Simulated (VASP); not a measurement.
Bi2TeSe2: single point with r2SCAN

Crystal: Bi2TeSe2.

```xyz
5
Lattice="2.0288 1.1713 9.7123 -2.0288 1.1713 9.7123 0.0000 -2.3426 9.7123" Properties=species:S:1:pos:R:3 pbc="T T T"
Bi    0.0000    0.0000   11.5983
Bi    0.0000    0.0000   17.5387
Te    0.0000    0.0000    0.0000
Se    0.0000    0.0000    6.1654
Se    0.0000    0.0000   22.9716
```

This cell differs from its parent crystal: strain -0.030 along x and y, +0.000 along z.

| Quantity | Value |
| --- | --- |
| Program | VASP 6.6.1 |
| Task | single point |
| Functional | r2SCAN |
| Potentials or basis | VASP PAW PBE potentials, release 64 (Bi_d, Te, Se) |
| Cutoff | 520 eV |
| k mesh | 6 × 6 × 6 |
| Occupations | gaussian, width 0.05 eV |
| Spin | no spin polarisation |

```json
{"Pressure": "8.8 GPa", "Largest force": "2.182 eV/Å", "Band gap on the k mesh": "0.82 eV"}
```

Forces in eV/Å, atoms in the order of the input:
```
Bi   0.000  0.000  2.182
Bi   0.000  0.000 -2.182
Te   0.000  0.000  0.000
Se   0.000  0.000  0.389
Se   0.000  0.000 -0.389
```

Stress tensor (GPa, compression positive):
```
9.01 0.00 0.00
0.00 9.01 0.00
0.00 0.00 8.43
```

Levels at points of the mesh, in eV from the valence-band top:
| k point | band 21 | band 22 | band 23 | band 24 | band 25 | band 26 | band 27 | band 28 |
| --- | --- | --- | --- | --- | --- | --- | --- | --- |
| (0.00, 0.00, 0.00) | -1.91 | -1.28 | -1.28 | 0.00 | 0.82 | 1.00 | 1.00 | 2.49 |
| (0.50, 0.00, 0.00) | -3.16 | -2.68 | -1.42 | -0.72 | 0.98 | 1.39 | 2.66 | 3.25 |
| (0.50, 0.50, 0.00) | -2.25 | -2.11 | -1.95 | -1.35 | 1.13 | 1.91 | 2.01 | 3.05 |
| (0.50, 0.50, 0.50) | -1.54 | -1.54 | -1.27 | -0.51 | 1.18 | 1.26 | 1.26 | 2.30 |

Wall time 26 min on 1 thread of Intel(R) Xeon(R) 6975P-C (Granite Rapids), on a shared host, peak memory 1.2 GiB.

Caveat: the cell differs from its parent crystal (strain -0.030 along x and y, +0.000 along z); the cell stands under pressure; the PAW data sets were made with another functional, which shifts forces and pressure a little; spin-orbit coupling is left out, which moves the levels of the heavy elements. A k mesh can miss the band edges.
